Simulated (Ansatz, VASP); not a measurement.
# W: VASP beside Ansatz

INCAR

```
SYSTEM = W
ALGO     = Normal         ! electronic algorithm
EDIFF    = 1E-7           ! SCF threshold, eV
ENCUT    = 520            ! plane-wave cutoff, eV
GGA      = PS             ! functional
ISIF     = 2              ! what is computed and relaxed
ISMEAR   = -1             ! smearing method
LASPH    = .True.         ! aspherical terms in the spheres
LCHARG   = .True.         ! write CHGCAR
LELF     = .True.         ! ELF
LREAL    = .False.        ! projectors in reciprocal space
LVHAR    = .True.       
LWAVE    = .False.        ! write WAVECAR
NBANDS   = 21             ! bands
NELM     = 100            ! most SCF steps
PREC     = Accurate       ! precision mode
SIGMA    = 0.1            ! smearing width, eV
```

Contents of KPOINTS:

```
k-points
0
Gamma
  14 14 14
  0 0 0
```

POSCAR

```
W
1.0
    0.0000000000      2.7164080346      2.7164080346
    2.7164080346      0.0000000000      2.7164080346
    2.7164080346      2.7164080346      0.0000000000
W
2
Direct
   -0.1250000000     -0.1250000000     -0.1250000000
    0.1250000000      0.1250000000      0.1250000000
```

Input for Ansatz:

```yaml
crystal:
  lattice:
    - [0.0, 2.7164080346, 2.7164080346]
    - [2.7164080346, 0.0, 2.7164080346]
    - [2.7164080346, 2.7164080346, 0.0]
  atoms:
    - { symbol: W, position: [-0.125, -0.125, -0.125] }
    - { symbol: W, position: [0.125, 0.125, 0.125] }
kpoints:
  mp_grid: { grid: [14, 14, 14] }
scf:
  occupations: { method: fermi_dirac, width: 0.1 }
hamiltonian:
  xc: pbesol
  pseudopotentials: { kind: paw }
output:
  forces: true
  stress: true
  eigenvalues: true
  populations: true
```

Change from the starting cell: volume scaled by 0.84, PAW files.

Alike in both runs: task single point; functional PBEsol; k mesh 14 × 14 × 14; occupations fermi-dirac, width 0.1 eV; no spin polarisation.

|  | VASP | Ansatz |
| --- | --- | --- |
| version | VASP 6.6.1 | Ansatz 0.2.0 |
| potentials or method | VASP PAW PBE potentials, release 64 (W_sv) | PAW with Ansatz's default frozen-core files, scalar-relativistic |
| plane-wave cutoff (eV) | 520 | 420 |
| valence electrons in the cell | 28 | 28 |

```tsv
	VASP	Ansatz	Ansatz less VASP
pressure (GPa)	33.6	31.5	-2.11
```

VASP's potentials were made for PBE, not for PBEsol. Both programs put the cell under a high pressure, so it lies far from rest at this level. With one functional, cell and mesh, what is left measures potentials, basis and numerics.

Spin-orbit coupling is off throughout.
